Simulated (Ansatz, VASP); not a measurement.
## Two plane-wave programs on Zr

Contents of INCAR:

```
SYSTEM = Zr
  ALGO = Normal
  EDIFF = 1E-6
  ENCUT = 520
  GGA = PE
  ISIF = 2
  ISMEAR = 0
  LASPH = .True.
  LCHARG = .False.
  LREAL = .False.
  LWAVE = .False.
  NBANDS = 12
  NELM = 60
  PREC = Accurate
  SIGMA = 0.1
```

Contents of KPOINTS:

```
k-points
0
Gamma
  9 9 9
  0 0 0
```

POSCAR

```
Zr
1.0
    0.0000000000      2.3064345696      2.3064345696
    2.3064345696      0.0000000000      2.3064345696
    2.3064345696      2.3064345696      0.0000000000
Zr
1
Direct
    0.0000000000      0.0000000000      0.0000000000
```

Input for Ansatz:

```yaml
crystal:
  lattice:
    - [0.0, 2.306434569590609, 2.306434569590609]
    - [2.306434569590609, 0.0, 2.306434569590609]
    - [2.306434569590609, 2.306434569590609, 0.0]
  atoms:
    - { symbol: Zr, position: [0.0, 0.0, 0.0] }
basis:
  ecutwfc: 500.0
kpoints:
  mp_grid:
    grid: [9, 9, 9]
hamiltonian:
  xc: pbe
scf:
  occupations:
    method: gaussian
    width: 0.1
output:
  stress: true
```

Alike in both runs: task single point; functional PBE; k mesh 9 × 9 × 9; occupations gaussian, width 0.1 eV; no spin polarisation.

```csv
,VASP,Ansatz
version,VASP 6.6.1,Ansatz 0.2.0
potentials or method,"VASP PAW PBE potentials, release 64 (Zr_sv), cutoff 520 eV","plane waves, PAW"
valence electrons in the cell,12,12
```

```csv
,VASP,Ansatz,Ansatz less VASP
pressure (GPa),-4.4,-4.4,-0.02
```

The functional is the same, so the differences come from potentials, cutoffs and numerics.
